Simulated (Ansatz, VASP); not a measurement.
One calculation of CdS, two programs

```xyz
2
Lattice="0.0000 2.8657 3.0439 2.8657 0.0000 3.0439 2.8657 2.8657 0.0000" Properties=species:S:1:pos:R:3 pbc="T T T"
Cd    0.0000    0.0000    0.0000
S     1.4329    1.4329    1.5219
```

Change from the starting cell: epitaxial_xy strain -2.5%.

Alike in both runs: task single point; functional r2SCAN; k mesh 8 × 8 × 8; no spin polarisation.

|  | VASP | Ansatz |
| --- | --- | --- |
| version | VASP 6.6.1 | Ansatz 0.2.0 |
| potentials or method | VASP PAW PBE potentials, release 64 (Cd, S) | plane waves, PAW |
| plane-wave cutoff (eV) | 520 | 500 |
| occupations | gaussian, width 0.01 eV | fixed |
| valence electrons in the cell | 18 | 26 |

```tsv
	VASP	Ansatz	Ansatz less VASP
gap on the k mesh at the Fermi level (eV)	1.50	1.50	+0.003
pressure (GPa)	1.2	0.9	-0.32
traceless stress, the component that is largest in VASP (GPa)	-0.81	-0.83	-0.013
```

VASP's potentials were made for PBE, not for r2SCAN. VASP's potentials hold 18 valence electrons a cell and Ansatz's 26, so a difference there can come from the potentials and not from the codes.
